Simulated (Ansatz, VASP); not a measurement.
## NbRu3C: VASP beside Ansatz

```
Nb Ru C
1.0
     4.06514    0.00000    0.00000
     0.00000    4.06514    0.00000
     0.00000    0.00000    4.06514
Nb Ru C
1 3 1
Direct
  0.00000 0.00000 0.00000
  0.00000 0.50000 0.50000
  0.50000 0.00000 0.50000
  0.50000 0.50000 0.00000
  0.50000 0.50000 0.50000
```

Alike in both runs: task single point; functional LDA; k mesh 6 × 6 × 6; no spin polarisation.

|  | VASP | Ansatz |
| --- | --- | --- |
| version | VASP 6.6.1 | Ansatz 0.2.0 |
| potentials or method | VASP PAW LDA potentials, release 64 (Nb_sv, Ru_pv, C), cutoff 520 eV | plane waves, PAW |
| occupations | fermi-dirac, width 0.1 eV | fermi-dirac |
| valence electrons in the cell | 59 | 65 |

```tsv
	VASP	Ansatz	Ansatz less VASP
pressure (GPa)	-16.1	-16.7	-0.56
```

LDA's correlation is that of Perdew and Zunger in VASP and of Perdew and Wang (1992) in Ansatz. VASP's potentials hold 59 valence electrons a cell and Ansatz's 65, so a difference there can come from the potentials and not from the codes.
